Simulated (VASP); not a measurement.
# Te (C2/m) in VASP: single point with LDA

Aim: the single point of Te with LDA.

Program: VASP 6.6.1. These are calculated values, not measurements. Logs are shortened: lines on timing, memory, paths and dates and some standing lists are left out, and cuts for length are marked.

## 1. The cell of the first run

Symmetry: C2/m, No. 12, monoclinic system. The conventional cell has a = 8.295 Å, b = 4.646 Å, c = 3.879 Å, α = 90.00°, β = 91.89°, γ = 90.00°. Within 4.0 Å of Te (site symmetry m) lie 14 Te at 2.93 to 3.92 Å. Te (site symmetry 2/m) has 14 Te at 2.93 to 3.88 Å within 3.9 Å.

## 2. Single point, LDA (24.90 Å³/atom)

Contents of INCAR:

```
  PREC = Accurate
  ENCUT = 520
  EDIFF = 1E-6
  ISMEAR = -1
  SIGMA = 0.05
  LREAL = F
  LASPH = T
  NELM = 80
  ALGO = Normal
  ISIF = 2
  LWAVE = F
  LCHARG = F
  GGA = CA
  NBANDS = 16
```

Contents of KPOINTS:

```
regular mesh
0
Gamma
  8 8 8
```

Contents of POSCAR:

```
Te
1.0
    4.1476655429     -2.3227945810      0.0000000000
    4.1476655429      2.3227945810      0.0000000000
   -0.1277870079      0.0000000000      3.8765650873
Te
3
Direct
    0.6760000000      0.6760000000      0.6750000000
    0.3240000000      0.3240000000      0.3250000000
    0.0000000000      0.0000000000      0.0000000000
```

Potentials or basis: VASP PAW LDA potentials, release 64 (Te).

Started as:

```bash
$ cat potpaw_LDA.64/Te/POTCAR > POTCAR
$ mpirun -np 1 vasp_std > vasp.out
```

OUTCAR:

```text
PREC = Accurate
   ENCUT = 520
   EDIFF = 1E-6
   ISMEAR = -1
   LREAL = F
   LASPH = T
   NELM = 80
   ISIF = 2
   GGA = CA

 ion  position               nearest neighbor table
   1  0.676  0.676  0.675-   3 2.93   2 2.98   2 2.98   3 3.04   3 3.04   2 3.18   2 3.61   2 3.61

   2  0.324  0.324  0.325-   3 2.93   1 2.98   1 2.98   3 3.04   3 3.04   1 3.18   1 3.61   1 3.61

   3  0.000  0.000  0.000-   1 2.93   2 2.93   1 3.04   1 3.04   2 3.04   2 3.04

  LATTYP: Found a base centered monoclinic cell.
 ALAT       =     8.2953310858
 B/A-ratio  =     0.5600245625
 C/A-ratio  =     0.4675727418
 COS(beta)  =    -0.0329460833

  Lattice vectors:

 A1 = (   4.1476655429,  -2.3227945810,   0.0000000000)
 A2 = (   4.1476655429,   2.3227945810,   0.0000000000)
 A3 = (  -0.1277870079,   0.0000000000,   3.8765650873)

Analysis of symmetry for initial positions (statically):
=====================================================================
 Subroutine PRICEL returns:
 Original cell was already a primitive cell.

 Routine SETGRP: Setting up the symmetry group for a
 base centered monoclinic supercell.

 Subroutine GETGRP returns: Found  4 space group operations
 (whereof  4 operations were pure point group operations)
 out of a pool of  4 trial point group operations.

The static configuration has the point symmetry C_2h.

Analysis of symmetry for dynamics (positions and initial velocities):
=====================================================================
 Subroutine PRICEL returns:
 Original cell was already a primitive cell.

 Routine SETGRP: Setting up the symmetry group for a
 base centered monoclinic supercell.

 Subroutine GETGRP returns: Found  4 space group operations
 (whereof  4 operations were pure point group operations)
 out of a pool of  4 trial point group operations.

The dynamic configuration has the point symmetry C_2h.

 Subroutine INISYM returns: Found  4 space group operations
 (whereof  4 operations are pure point group operations),
 and found     1 'primitive' translations

----------------------------------------------------------------------------------------

                                     Primitive cell

  volume of cell :      74.6950

  direct lattice vectors                    reciprocal lattice vectors
     4.147665543 -2.322794581  0.000000000     0.120549739 -0.215257950  0.003973799
     4.147665543  2.322794581  0.000000000     0.120549739  0.215257950  0.003973799
    -0.127787008  0.000000000  3.876565087     0.000000000  0.000000000  0.257960328

  length of vectors
[... 80 lines left out ...]
   LSORBIT =      F    spin-orbit coupling
   LASPH  =      T    aspherical Exc in radial PAW
   ENCUT  =  520.0 eV  38.22 Ry    6.18 a.u.   8.84  8.84  7.21*2*pi/ulx,y,z
   NELM   =     80;   NELMIN=  2; NELMDL= -5     # of ELM steps
   EDIFF  = 0.1E-05   stopping-criterion for ELM
   LREAL  =      F    real-space projection
   EDIFFG = 0.1E-04   stopping-criterion for IOM
   NSW    =      0    number of steps for IOM
   IBRION =     -1    ionic relax: 0-MD 1-quasi-New 2-CG
   NFREE  =      0    steps in history (QN), initial steepest desc. (CG)
   ISIF   =      2    stress and relaxation
   ISYM   =      2    0-nonsym 1-usesym 2-fastsym
   POTIM  = 0.5000    time-step for ionic-motion
   TEBEG  =    0.0;   TEEND  =   0.0 temperature during run
   PSTRESS=    0.0 pullay stress
   NELECT =      18.0000    total number of electrons
   NUPDOWN=      -1.0000    fix difference up-down
   EMIN   =  10.00;   EMAX   =-10.00  energy-range for DOS
   EFERMI =   0.00;   METHOD = LEGACY
   ISMEAR =    -1;   SIGMA  =   0.05  broadening in eV -4-tet -1-fermi 0-gaus
   EFERMI_NEDOS =   21; number of points for ismear=-14 and -15
   IALGO  =     38    algorithm
   IMIX   =      4    mixing-type and parameters
     AMIX     =   0.40;   BMIX     =  1.00
     AMIX_MAG =   1.60;   BMIX_MAG =  1.00
  volume/ion in A,a.u.               =      24.90       168.02
  Fermi-wavevector in a.u.,A,eV,Ry     =   1.018752  1.925162 14.120882  1.037856
  Thomas-Fermi vector in A             =   2.152227
   LORBIT       =      0    0 simple, 1 ext, 2 COOP (PROOUT), +10 PAW based schemes
   GGA     = CA    functional components
   LHFCALC =     F    Hartree Fock is set to
   AEXX    =    0.0000 exact exchange contribution
   IVDW    =     0    specifies the selected vdW correction
   LEPSILON=     F    determine dielectric tensor
   LRPA    =     F    only Hartree local field effects (RPA)
 non-spin polarized calculation
  energy-cutoff  :      520.00
  volume of cell :       74.70
 maximum number of plane-waves:      2033
   NGX = 17   NGY = 17   NGZ = 15

 number of electron      18.0000000 magnetization

 Free energy of the ion-electron system (eV)
  ---------------------------------------------------
  ext. energy  EPLUGINS =         0.00000000
  ---------------------------------------------------
  free energy    TOTEN  =       -10.88622111 eV

  energy without entropy =      -10.87201345  energy(sigma->0) =      -10.87911728

 E-fermi :   9.8775     XC(G=0): -10.7577

 val. band max:        9.8676569935   @ k =   0.3750   0.1250   0.2500
 cond. band min:       9.8884902908   @ k =   0.5000   0.0000   0.2500
 fundamental gap:      0.0208332973
 Fermi energy:         9.8775418291

 k-point     1 :       0.0000    0.0000    0.0000
  band No.  band energies     occupation
      1      -5.5486      2.00000
      2       0.2310      2.00000
      3       0.2763      2.00000
      4       4.8013      2.00000
      5       5.0843      2.00000
      6       5.6268      2.00000
[... 433 lines left out ...]
      3       0.0476      2.00000
      4       3.6627      2.00000
      5       4.0629      2.00000
      6       7.2400      2.00000
[... 8 lines left out ...]
     15      17.0549      0.00000
     16      17.9078      0.00000

 [... further k-points ...]
[... 5 lines left out ...]
  --------------------------------------------------------------------------------------
  -------------------------------------------------------------------------------------
  Total        5.2591637      5.3386828      4.7097592      0.0000000      0.0000000      0.4821911
  in kB      112.8069003    114.5125517    101.0223979      0.0000000      0.0000000     10.3428015
  external PRESSURE =     109.4472833 kB  Pullay stress =       0.0000000 kB

 VOLUME and BASIS-vectors are now :
 -----------------------------------------------------------------------------
  energy-cutoff  :      520.00
  volume of cell :       74.70
      direct lattice vectors                 reciprocal lattice vectors
     4.147665543 -2.322794581  0.000000000     0.120549739 -0.215257950  0.003973799
     4.147665543  2.322794581  0.000000000     0.120549739  0.215257950  0.003973799
    -0.127787008  0.000000000  3.876565087     0.000000000  0.000000000  0.257960328

 POSITION                                       TOTAL-FORCE (eV/Angst)
 -----------------------------------------------------------------------------------
      5.52139      0.00000      2.61668        -0.598125     -0.000000     -0.232314
      2.64616      0.00000      1.25988         0.598125     -0.000000      0.232314
      0.00000      0.00000      0.00000        -0.000000      0.000000      0.000000
 -----------------------------------------------------------------------------------
    total drift:                               -0.000000      0.000000      0.000000

  FREE ENERGIE OF THE ION-ELECTRON SYSTEM (eV)
  ---------------------------------------------------
  free  energy   TOTEN  =       -10.8862211055 eV

  energy  without entropy=      -10.8720134465  energy(sigma->0) =      -10.87911728
```

OSZICAR:

```text
N       E                     dE             d eps       ncg     rms          rms(c)
DAV:   1     0.684302452393E+02    0.68430E+02   -0.67146E+03  4800   0.917E+02
DAV:   2    -0.709023980357E+01   -0.75520E+02   -0.71789E+02  6504   0.144E+02
DAV:   3    -0.108575523085E+02   -0.37673E+01   -0.37398E+01  5856   0.345E+01
DAV:   4    -0.109007117416E+02   -0.43159E-01   -0.43153E-01  6352   0.463E+00
DAV:   5    -0.109016270162E+02   -0.91527E-03   -0.91527E-03  6312   0.674E-01    0.166E+01
DAV:   6    -0.108914471816E+02    0.10180E-01   -0.25823E-03  6408   0.301E-01    0.101E+01
DAV:   7    -0.108862680423E+02    0.51791E-02   -0.43850E-03  6016   0.376E-01    0.154E-01
DAV:   8    -0.108862245049E+02    0.43537E-04   -0.34472E-04  6048   0.111E-01    0.900E-02
DAV:   9    -0.108862213052E+02    0.31997E-05   -0.28714E-05  6728   0.303E-02    0.290E-02
DAV:  10    -0.108862211055E+02    0.19968E-06   -0.24969E-06  5816   0.894E-03
   1 F= -.10886221E+02 E0= -.10879117E+02  d E =-.142077E-01
```

stdout:

```text
POSCAR found type information on POSCAR Te
 POSCAR found :  1 types and       3 ions
 scaLAPACK will be used
 LDA part: xc-table for (Slater(with rela. corr.)+CA(PZ))
 , standard interpolation
 POSCAR, INCAR and KPOINTS ok, starting setup
 FFT: planning ... GRIDC
 FFT: planning ... GRID_SOFT
 FFT: planning ... GRID
 WAVECAR not read
 entering main loop
```

Run time: 68 s. Hardware: 1 thread of Intel Xeon Platinum 8488C (Sapphire Rapids), shared host; peak memory 0.26 GiB.

What came out:

```
Free energy            : -10.8862 eV
Pressure               : 10.9 GPa
Largest force          : 0.642 eV/Å
Band gap on the k mesh : zero (bands 9 and 10 overlap by 3.85 eV)
```

Forces on the atoms (eV/Å):
```
Te  -0.598  0.000 -0.232
Te   0.598  0.000  0.232
Te   0.000  0.000  0.000
```

Caveat: the cell stands under pressure; spin-orbit coupling is left out, which moves the levels of the heavy elements.

The gap in the log of VASP goes by the Fermi energy; the results here count the filled bands.